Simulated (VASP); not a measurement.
# ZnO (P6_3mc) in VASP: a series of runs

Runs on ZnO. Level: PBEsol. Tasks: single point, relaxation of the atoms.

Program: VASP 6.6.1. These are calculated values, not measurements. Logs are shortened: lines on timing, memory, paths and dates and some standing lists are left out, and cuts for length are marked.

## 1. The cell of the first run

It takes space group P6_3mc (No. 186, hexagonal). The conventional cell has a = 3.209 Å, b = 3.209 Å, c = 5.318 Å, α = 90.00°, β = 90.00°, γ = 120.00°. Within 2.6 Å of Zn (site symmetry 3m) lie 4 O at 1.97 to 1.98 Å. Within 2.6 Å of O (site symmetry 3m) lie 4 Zn at 1.97 to 1.98 Å.

## 2. Single point, PBEsol (uniaxial strain along c: +2.0 %, then relaxed in part)

The input, INCAR:

```
SYSTEM = ZnO
PREC = Accurate
ENCUT = 520
EDIFF = 1E-7
ISMEAR = 0
SIGMA = 0.02
LREAL = .FALSE.
LASPH = .TRUE.
NELM = 100
ALGO = Normal
ISIF = 2
LWAVE = .FALSE.
LCHARG = .FALSE.
GGA = PS
NBANDS = 26
```

The input, KPOINTS:

```
Automatic mesh
0
G
  12 12 6
  0 0 0
```

The input, POSCAR:

```
ZnO
1.0
    3.2087000620      0.0000000000      0.0000000000
   -1.6043500310      2.7788157668      0.0000000000
    0.0000000000      0.0000000000      5.3183571232
Zn O
2 2
Direct
    0.6666666667      0.3333333333      0.5039424258
    0.3333333333      0.6666666667      0.0039424258
    0.6666666667      0.3333333333      0.8763675742
    0.3333333333      0.6666666667      0.3763675742
```

Potentials or basis: VASP PAW PBE potentials, release 64 (Zn, O).

Started as:

```console
$ cat potpaw_PBE.64/Zn/POTCAR potpaw_PBE.64/O/POTCAR > POTCAR
$ mpirun -np 1 vasp_std > vasp.out
```

OUTCAR:

```text
SYSTEM = ZnO
   PREC = Accurate
   ENCUT = 520
   EDIFF = 1E-7
   ISMEAR = 0
   LREAL = .FALSE.
   LASPH = .TRUE.
   NELM = 100
   ISIF = 2
   GGA = PS

 ion  position               nearest neighbor table
   1  0.667  0.333  0.504-   4 1.97   4 1.97   4 1.97   3 1.98
   2  0.333  0.667  0.004-   3 1.97   3 1.97   3 1.97   4 1.98
   3  0.667  0.333  0.876-   2 1.97   2 1.97   2 1.97   1 1.98
   4  0.333  0.667  0.376-   1 1.97   1 1.97   1 1.97   2 1.98

  LATTYP: Found a hexagonal cell.
 ALAT       =     3.2087000620
 C/A-ratio  =     1.6574802943

  Lattice vectors:

 A1 = (   3.2087000620,   0.0000000000,   0.0000000000)
 A2 = (  -1.6043500310,   2.7788157668,   0.0000000000)
 A3 = (   0.0000000000,   0.0000000000,   5.3183571232)

Analysis of symmetry for initial positions (statically):
=====================================================================
 Subroutine PRICEL returns:
 Original cell was already a primitive cell.

 Routine SETGRP: Setting up the symmetry group for a
 hexagonal supercell.

 Subroutine GETGRP returns: Found 12 space group operations
 (whereof  6 operations were pure point group operations)
 out of a pool of 24 trial point group operations.

The static configuration has the point symmetry C_3v.
 The point group associated with its full space group is C_6v.

Analysis of symmetry for dynamics (positions and initial velocities):
=====================================================================
 Subroutine PRICEL returns:
 Original cell was already a primitive cell.

 Routine SETGRP: Setting up the symmetry group for a
 hexagonal supercell.

 Subroutine GETGRP returns: Found 12 space group operations
 (whereof  6 operations were pure point group operations)
 out of a pool of 24 trial point group operations.

The dynamic configuration has the point symmetry C_3v.
 The point group associated with its full space group is C_6v.

 Subroutine INISYM returns: Found 12 space group operations
 (whereof  6 operations are pure point group operations),
 and found     1 'primitive' translations

----------------------------------------------------------------------------------------

                                     Primitive cell

  volume of cell :      47.4205

  direct lattice vectors                    reciprocal lattice vectors
     3.208700062  0.000000000  0.000000000     0.311652688  0.179932763  0.000000000
    -1.604350031  2.778815767  0.000000000     0.000000000  0.359865527  0.000000000
     0.000000000  0.000000000  5.318357123     0.000000000  0.000000000  0.188027990

  length of vectors
     3.208700062  3.208700062  5.318357123     0.359865527  0.359865527  0.188027990

  position of ions in fractional coordinates (direct lattice)
     0.666666667  0.333333333  0.503942426
     0.333333333  0.666666667  0.003942426
     0.666666667  0.333333333  0.876367574
     0.333333333  0.666666667  0.376367574

  ion indices of the primitive-cell ions
   primitive index   ion index
                 1           1
                 2           2
                 3           3
                 4           4

----------------------------------------------------------------------------------------

 KPOINTS: Automatic mesh

Automatic generation of k-mesh.
 Grid dimensions read from file:
 generate k-points for:   12   12    6

 Generating k-lattice:

  Cartesian coordinates                     Fractional coordinates (reciprocal lattice)
     0.025971057  0.014994397  0.000000000     0.083333333  0.000000000  0.000000000
     0.000000000  0.029988794  0.000000000     0.000000000  0.083333333  0.000000000
     0.000000000  0.000000000  0.031337998     0.000000000  0.000000000  0.166666667

  Length of vectors
     0.029988794  0.029988794  0.031337998

  Shift w.r.t. Gamma in fractional coordinates (k-lattice)
     0.000000000  0.000000000  0.000000000

 Subroutine IBZKPT returns following result:
 ===========================================

 Found     76 irreducible k-points:

 Following reciprocal coordinates:
            Coordinates               Weight
  0.000000  0.000000  0.000000      1.000000
  0.083333  0.000000  0.000000      6.000000
  0.166667  0.000000  0.000000      6.000000
  0.250000  0.000000  0.000000      6.000000
  0.333333  0.000000  0.000000      6.000000
  0.416667  0.000000  0.000000      6.000000
[... 16 lines left out ...]
  0.250000  0.000000  0.166667     12.000000
  0.333333  0.000000  0.166667     12.000000
 [... further k-points ...]
   k-points           NKPTS =     76   k-points in BZ     NKDIM =     76   number of bands    NBANDS=     26
   number of dos      NEDOS =    301   number of ions     NIONS =      4
   total plane-waves  NPLWV =  23040
   dimension x,y,z NGX =    24 NGY =   24 NGZ =   40
   dimension x,y,z NGXF=    48 NGYF=   48 NGZF=   80
   ions per type =               2   2
   NGX,Y,Z   is equivalent  to a cutoff of  12.43, 12.43, 12.50 a.u.
   NGXF,Y,Z  is equivalent  to a cutoff of  24.87, 24.87, 25.01 a.u.
 SYSTEM =  ZnO
   PREC   = accura    normal or accurate (medium, high low for compatibility)
   ISTART =      0    job   : 0-new  1-cont  2-samecut
   ICHARG =      2    charge: 1-file 2-atom 10-const
   ISPIN  =      1    spin polarized calculation?
   LNONCOLLINEAR =      F non collinear calculations
   LSORBIT =      F    spin-orbit coupling
   LASPH  =      T    aspherical Exc in radial PAW
   ENCUT  =  520.0 eV  38.22 Ry    6.18 a.u.   5.97  5.97  9.89*2*pi/ulx,y,z
   NELM   =    100;   NELMIN=  2; NELMDL= -5     # of ELM steps
   EDIFF  = 0.1E-06   stopping-criterion for ELM
   LREAL  =      F    real-space projection
   EDIFFG = 0.1E-05   stopping-criterion for IOM
   NSW    =      0    number of steps for IOM
   IBRION =     -1    ionic relax: 0-MD 1-quasi-New 2-CG
   NFREE  =      0    steps in history (QN), initial steepest desc. (CG)
   ISIF   =      2    stress and relaxation
   ISYM   =      2    0-nonsym 1-usesym 2-fastsym
   POTIM  = 0.5000    time-step for ionic-motion
   TEBEG  =    0.0;   TEEND  =   0.0 temperature during run
   PSTRESS=    0.0 pullay stress
   NELECT =      36.0000    total number of electrons
   NUPDOWN=      -1.0000    fix difference up-down
   EMIN   =  10.00;   EMAX   =-10.00  energy-range for DOS
   EFERMI =   0.00;   METHOD = LEGACY
   ISMEAR =     0;   SIGMA  =   0.02  broadening in eV -4-tet -1-fermi 0-gaus
   EFERMI_NEDOS =   21; number of points for ismear=-14 and -15
   IALGO  =     38    algorithm
   IMIX   =      4    mixing-type and parameters
     AMIX     =   0.40;   BMIX     =  1.00
     AMIX_MAG =   1.60;   BMIX_MAG =  1.00
  volume/ion in A,a.u.               =      11.86        80.00
  Fermi-wavevector in a.u.,A,eV,Ry     =   1.493437  2.822186 30.345805  2.230354
  Thomas-Fermi vector in A             =   2.605838
   LORBIT       =      0    0 simple, 1 ext, 2 COOP (PROOUT), +10 PAW based schemes
   GGA     = PS    functional components
   LHFCALC =     F    Hartree Fock is set to
   AEXX    =    0.0000 exact exchange contribution
   IVDW    =     0    specifies the selected vdW correction
   LEPSILON=     F    determine dielectric tensor
   LRPA    =     F    only Hartree local field effects (RPA)
 non-spin polarized calculation
 Gauss-broadening in eV      SIGMA  =   0.02
  energy-cutoff  :      520.00
  volume of cell :       47.42
 maximum number of plane-waves:      1292
 NGX is ok and might be reduce to    24
   NGX = 11   NGY = 11   NGZ = 19

 number of electron      36.0000009 magnetization

 Free energy of the ion-electron system (eV)
  ---------------------------------------------------
  ext. energy  EPLUGINS =         0.00000000
  ---------------------------------------------------
  free energy    TOTEN  =       -19.40441393 eV

  energy without entropy =      -19.40441393  energy(sigma->0) =      -19.40441393

 E-fermi :   1.2261     XC(G=0): -11.2090

 val. band max:        1.1013802377   @ k =   0.0000   0.0000   0.0000
 cond. band min:       1.7431427540   @ k =   0.0000   0.0000   0.0000
 fundamental gap:      0.6417625163
 Fermi energy:         1.2261487761

 k-point     1 :       0.0000    0.0000    0.0000
  band No.  band energies     occupation
      1     -16.9878      2.00000
      2     -16.2775      2.00000
      3      -4.7741      2.00000
      4      -4.6813      2.00000
      5      -4.6301      2.00000
      6      -4.6301      2.00000
[... 18 lines left out ...]
     25      15.3788      0.00000
     26      15.3788      0.00000

 k-point     2 :       0.0833    0.0000    0.0000
  band No.  band energies     occupation
      1     -16.9469      2.00000
      2     -16.2577      2.00000
      3      -4.7234      2.00000
      4      -4.6720      2.00000
      5      -4.6466      2.00000
      6      -4.6090      2.00000
[... 18 lines left out ...]
     25      14.8478      0.00000
     26      15.4543      0.00000

 k-point     3 :       0.1667    0.0000    0.0000
  band No.  band energies     occupation
      1     -16.8322      2.00000
      2     -16.2048      2.00000
      3      -4.8108      2.00000
      4      -4.6009      2.00000
      5      -4.5543      2.00000
      6      -4.5282      2.00000
[... 18 lines left out ...]
     25      14.8759      0.00000
     26      15.4722      0.00000

 k-point     4 :       0.2500    0.0000    0.0000
  band No.  band energies     occupation
      1     -16.6662      2.00000
      2     -16.1366      2.00000
      3      -4.9333      2.00000
      4      -4.5911      2.00000
      5      -4.4894      2.00000
      6      -4.4109      2.00000
[... 18 lines left out ...]
     25      14.4737      0.00000
     26      15.2682      0.00000
[... 496 lines left out ...]
      1     -16.7918      2.00000
      2     -16.2484      2.00000
      3      -4.8559      2.00000
      4      -4.7178      2.00000
      5      -4.5582      2.00000
      6      -4.5424      2.00000
[... 18 lines left out ...]
     25      14.3472      0.00000
     26      15.2847      0.00000

 k-point    23 :       0.2500    0.0000    0.1667
  band No.  band energies     occupation
      1     -16.6314      2.00000
      2     -16.1725      2.00000
      3      -4.9676      2.00000
      4      -4.7017      2.00000
      5      -4.4728      2.00000
      6      -4.4349      2.00000
[... 18 lines left out ...]
     25      14.4830      0.00000
     26      15.1618      0.00000

 k-point    24 :       0.3333    0.0000    0.1667
  band No.  band energies     occupation
      1     -16.4560      2.00000
      2     -16.1045      2.00000
      3      -5.0304      2.00000
      4      -4.7349      2.00000
      5      -4.4165      2.00000
      6      -4.2851      2.00000
[... 18 lines left out ...]
     25      14.4155      0.00000
     26      15.1427      0.00000

 [... further k-points ...]

------------------------ aborting loop because EDIFF is reached ----------------------------------------

  FORCE on cell =-STRESS in cart. coord.  units (eV):
  Direction    XX          YY          ZZ          XY          YZ          ZX
  --------------------------------------------------------------------------------------
  -------------------------------------------------------------------------------------
  Total        0.2939718      0.2939718     -0.6107550      0.0000000     -0.0000000      0.0000000
  in kB        9.9323003      9.9323003    -20.6353217      0.0000000     -0.0000000      0.0000000
  external PRESSURE =      -0.2569070 kB  Pullay stress =       0.0000000 kB

 VOLUME and BASIS-vectors are now :
 -----------------------------------------------------------------------------
  energy-cutoff  :      520.00
  volume of cell :       47.42
      direct lattice vectors                 reciprocal lattice vectors
     3.208700062  0.000000000  0.000000000     0.311652688  0.179932763  0.000000000
    -1.604350031  2.778815767  0.000000000     0.000000000  0.359865527  0.000000000
     0.000000000  0.000000000  5.318357123     0.000000000  0.000000000  0.188027990

 POSITION                                       TOTAL-FORCE (eV/Angst)
 -----------------------------------------------------------------------------------
      1.60435      0.92627      2.68015         0.000000     -0.000000      0.006499
     -0.00000      1.85254      0.02097        -0.000000      0.000000      0.006499
      1.60435      0.92627      4.66084        -0.000000      0.000000     -0.006499
     -0.00000      1.85254      2.00166         0.000000      0.000000     -0.006499
 -----------------------------------------------------------------------------------
    total drift:                               -0.000000     -0.000000     -0.000285

  FREE ENERGIE OF THE ION-ELECTRON SYSTEM (eV)
  ---------------------------------------------------
  free  energy   TOTEN  =       -19.4044139347 eV

  energy  without entropy=      -19.4044139347  energy(sigma->0) =      -19.40441393
```

Wall time 2.8 min (1 thread of Intel Xeon 8259CL, shared host); peak memory 0.21 GiB.

What came out:

```
Free energy            : -19.4044 eV
Pressure               : 0.0 GPa
Largest force          : 0.006 eV/Å
Band gap on the k mesh : 0.64 eV
```

Forces on the atoms (eV/Å):
```
Zn   0.000  0.000  0.006
Zn   0.000  0.000  0.006
O    0.000  0.000 -0.006
O    0.000  0.000 -0.006
```

Caveat: the cell differs from its parent crystal (uniaxial strain along c: +2.0 %, then relaxed in part); semilocal functionals underestimate gaps, and a narrow one can read as zero; the PAW data sets were made with another functional, which shifts forces and pressure a little.

[end of part 1 of 2]
